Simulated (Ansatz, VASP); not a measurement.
## One calculation of B3N, two programs

```
B N
1.0
     3.55141    0.00000    0.00000
    -1.77570    3.07561    0.00000
     0.00000    0.00000    3.44952
B N
3 1
Direct
  0.82795 0.17205 0.72597
  0.34410 0.17205 0.72597
  0.82795 0.65590 0.72597
  0.00000 0.00000 0.41849
```

Alike in both runs: functional PBE; k mesh 6 × 6 × 6; occupations gaussian, width 0.1 eV; no spin polarisation.

Ansatz relaxed the structure, and its values are those at the end. VASP's run is a single point on that final structure, the one shown.

|  | VASP | Ansatz |
| --- | --- | --- |
| version | VASP 6.6.1 | Ansatz 0.2.0 |
| potentials or method | VASP PAW PBE potentials, release 64 (B, N), cutoff 520 eV | scalar-relativistic, plane waves, PAW |
| valence electrons in the cell | 14 | 14 |

```csv
,VASP,Ansatz,Ansatz less VASP
gap on the k mesh at the Fermi level (eV),none,none,-
pressure (GPa),0.2,0.0,-0.14
rms of the force components (eV/Å),0.031,0.003,-0.0275
```

A gap of «none» marks a metal or a gap that the smearing closes.
